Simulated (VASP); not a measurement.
A run of VASP 6.6.1:

File INCAR:

```
PREC     = Accurate       # precision mode
ENCUT    = 520            # plane-wave cutoff, eV
EDIFF    = 1E-6           # SCF threshold, eV
ISMEAR   = 0              # smearing method
SIGMA    = 0.1            # smearing width, eV
LREAL    = F              # projectors in reciprocal space
LASPH    = T              # aspherical terms in the spheres
NELM     = 80             # most SCF steps
ALGO     = Normal         # electronic algorithm
ISIF     = 2              # what is computed and relaxed
LWAVE    = F              # write WAVECAR
LCHARG   = F              # write CHGCAR
GGA      = PE             # functional
NBANDS   = 24             # bands
```

The input KPOINTS:

```
Automatic mesh
0
Gamma
  6 6 6
```

The input POSCAR:

```
RuPt2
1.0
    4.6260990933      0.0000000000      0.0000000000
   -2.3130495467      4.0063193353      0.0000000000
    0.0000000000      0.0000000000      2.6397447368
Ru Pt
1 2
Direct
    0.0000000000      0.0000000000      0.0000000000
    0.3333333333      0.6666666667      0.0000000000
    0.6666666667      0.3333333333      0.0000000000
```

Potentials or basis: VASP PAW PBE potentials, release 64 (Ru_pv, Pt).

Launch:

```sh
$ cat potpaw_PBE.64/Ru_pv/POTCAR potpaw_PBE.64/Pt/POTCAR > POTCAR
$ mpirun -np 1 vasp_std > vasp.out
```

Hardware: 1 thread of Intel(R) Xeon(R) Platinum 8259CL CPU @ 2.50GHz (Skylake/Cascade Lake), on a shared host.

**Question.** How long does it take, and how much memory?

**Answer.** Run time: 29 s on 1 thread of Intel(R) Xeon(R) Platinum 8259CL CPU @ 2.50GHz (Skylake/Cascade Lake), on a shared host, peak memory 0.18 GiB. Counts: scf iterations 13, k points 28.
